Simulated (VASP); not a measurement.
The system is Li3B2H9.

```
Li B H
1.0
     4.78170    0.00000    0.00000
    -2.39085    4.14107    0.00000
     0.00000    0.00000    6.02494
Li B H
3 2 9
Cartesian
  0.0000 2.7607 5.0208
  2.3909 1.3804 1.0042
  0.0000 0.0000 3.0125
  0.0000 2.7607 2.0083
  2.3909 1.3804 4.0166
  2.3908 2.7607 5.0208
  1.1954 0.6902 5.0208
  3.5863 0.6902 5.0208
  0.0000 1.3804 1.0042
  1.1954 3.4509 1.0042
  -1.1954 3.4509 1.0042
  2.3908 0.0000 3.0125
  -1.1954 2.0705 3.0125
  1.1954 2.0705 3.0125
```

```yaml
Program: VASP 6.6.1
Task: relaxation of cell and atoms
Functional: PBE
Potentials_or_basis: VASP PAW PBE potentials, release 64 (Li_sv, B, H)
Cutoff: 600 eV
k_mesh: 6 × 6 × 4
Occupations: gaussian, width 0.1 eV
Spin: no spin polarisation
```

At the start: pressure -17.9 GPa; volume 8.52 Å³/atom.

Q: Where does the relaxation end?

A: Over 16 steps the energy falls by 314.8 meV/atom and the volume is 6.00 Å³/atom (-29.6 %); space group P-3m1 (No. 164, to 0.1 Å) before and after.

The path:
| step | energy change (eV) | largest force (eV/Å) | pressure (GPa) | volume (Å³) |
| --- | --- | --- | --- | --- |
| 1 | 0.0000 | 2.3596 | -17.89 | 119.30 |
| 2 | -3.0072 | 1.7649 | -13.71 | 103.61 |
| 3 | -4.2892 | 0.8615 | -0.72 | 88.97 |
| 4 | -4.3002 | 0.3881 | -3.08 | 90.72 |
| 5 | -4.3036 | 0.5229 | -2.41 | 90.20 |
| 6 | -4.3552 | 0.1544 | -1.94 | 88.45 |
| 7 | -4.3738 | 0.2795 | -1.33 | 86.64 |
| 8 | -4.3878 | 0.1186 | -0.05 | 85.06 |
| 9 | -4.3893 | 0.1619 | 0.58 | 84.34 |
| 10 | -4.3981 | 0.0667 | 0.27 | 83.74 |
| 11 | -4.3985 | 0.0636 | 0.19 | 83.58 |
| 12 | -4.4008 | 0.0626 | 0.19 | 83.63 |
| 13 | -4.4040 | 0.1058 | 0.19 | 83.77 |
| 14 | -4.4056 | 0.0497 | -0.03 | 83.91 |
| 15 | -4.4059 | 0.0449 | -0.16 | 83.99 |
| 16 | -4.4069 | 0.0331 | 0.00 | 83.99 |

Final structure:
```xyz
14
Lattice="4.2791 0.0000 0.0000 -2.1395 3.7058 0.0000 0.0000 0.0000 5.2966" Properties=species:S:1:pos:R:3 pbc="T T T"
Li    0.0000    2.4705    4.3166
Li    2.1395    1.2353    0.9800
Li   -2.1395    3.7058    2.6483
B     0.0000    2.4705    1.5769
B     2.1395    1.2353    3.7197
H     2.1395    2.3689    4.3527
H     1.1578    0.6685    4.3527
H     3.1213    0.6685    4.3527
H     0.0000    1.3369    0.9439
H     0.9817    3.0373    0.9439
H    -0.9817    3.0373    0.9439
H     0.0000    3.7058    2.6483
H    -1.0698    1.8529    2.6483
H     1.0698    1.8529    2.6483
```

Caveat: the cutoff is under 1.25 times the usual one of these potentials, so pressure, stress and relaxed cells hold a basis-set (Pulay) error; the volume moved by over 15 % at a fixed basis, so the end points are rough.
